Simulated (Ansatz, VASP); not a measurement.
## GdN in VASP and in Ansatz

```
CELL_PARAMETERS angstrom
0.00000 2.58185 2.58185
2.58185 0.00000 2.58185
2.58185 2.58185 0.00000
ATOMIC_POSITIONS crystal
Gd 0.50000 0.50000 0.50000
N 0.00000 0.00000 0.00000
```

Alike in both runs: task single point; functional PBE; k mesh 10 × 10 × 10; occupations gaussian, width 0.05 eV; collinear spin; Hubbard terms Gd f U = 6.0 eV.

|  | VASP | Ansatz |
| --- | --- | --- |
| version | VASP 6.6.1 | Ansatz 0.2.0 |
| potentials or method | VASP PAW PBE potentials, release 64 (Gd, N), cutoff 520 eV | scalar-relativistic, plane waves, PAW |
| valence electrons in the cell | 23 | 23 |

|  | VASP | Ansatz | Ansatz less VASP |
| --- | --- | --- | --- |
| gap on the k mesh at the Fermi level (eV) | none | none | - |
| pressure (GPa) | -11.4 | -11.6 | -0.28 |
| net moment per atom (μB) | 3.50 | 3.50 | 0.000 |
| size of the moment on the site where the two differ most (μB) | 6.87 | 6.96 | +0.089 |

Site moments also hang on the region over which each program counts them. The programs project onto different local orbitals, so the same U acts differently, and such runs can settle in different states. A gap of «none» marks a metal or a gap that the smearing closes. Ansatz's warnings: filled band counts differ across k points.

Neither program's run includes spin-orbit coupling.
